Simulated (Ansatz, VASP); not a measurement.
Bi3F in VASP and in Ansatz

```
Bi F
1.0
    -3.12179    3.12179    3.12179
     3.12179   -3.12179    3.12179
     3.12179    3.12179   -3.12179
Bi F
3 1
Cartesian
  3.1218 0.0000 0.0000
  0.0000 3.1218 0.0000
  0.0000 0.0000 3.1218
  0.0000 0.0000 0.0000
```

Alike in both runs: functional PBE; k mesh 10 × 10 × 10; occupations gaussian, width 0.1 eV; no spin polarisation.

Ansatz relaxed the structure, and its values are those at the end. VASP's run is a single point on that final structure, the one shown.

|  | VASP | Ansatz |
| --- | --- | --- |
| version | VASP 6.6.1 | Ansatz 0.2.0 |
| potentials or method | VASP PAW PBE potentials, release 64 (Bi_d, F), cutoff 520 eV | scalar-relativistic, plane waves, PAW |
| valence electrons in the cell | 52 | 52 |

|  | VASP | Ansatz | Ansatz less VASP |
| --- | --- | --- | --- |
| gap on the k mesh at the Fermi level (eV) | none | none | - |
| pressure (GPa) | -0.1 | 0.0 | +0.11 |

A gap of «none» marks a metal or a gap that the smearing closes.

Neither program's run includes spin-orbit coupling.
